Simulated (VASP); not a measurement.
A run of VASP 6.6.1:

INCAR

```
  PREC = Accurate
  ENCUT = 520
  EDIFF = 1E-7
  ISMEAR = 0
  SIGMA = 0.05
  LREAL = False
  LASPH = True
  NELM = 60
  ALGO = Normal
  ISIF = 2
  LWAVE = False
  LCHARG = False
  GGA = PS
  NBANDS = 20
```

Contents of KPOINTS:

```
Automatic mesh
0
Gamma
  8 8 8
```

File POSCAR:

```
CdF2
1.0
    0.0000000000      2.7223587765      2.7930256915
    2.5608343991      0.0000000000      2.7930256915
    2.5608343991      2.7223587765      0.0000000000
Cd F
1 2
Direct
    0.0000000000      0.0000000000      0.0000000000
    0.2500000000      0.2500000000      0.2500000000
    0.7500000000      0.7500000000      0.7500000000
```

Potentials or basis: VASP PAW PBE potentials, release 64 (Cd, F).

The run is started by

```bash
$ cat potpaw_PBE.64/Cd/POTCAR potpaw_PBE.64/F/POTCAR > POTCAR
$ mpirun -np 1 vasp_std > vasp.out
```

Hardware: 1 thread of AMD EPYC 7R43 64-Core Processor (Zen 3), with other jobs on the host.

**Question.** How long does it take, and how much memory?

**Answer.** Run time: 81 s on 1 thread of AMD EPYC 7R43 64-Core Processor (Zen 3), on a shared host, peak memory 0.17 GiB. Counts: scf iterations 14, k points 95.
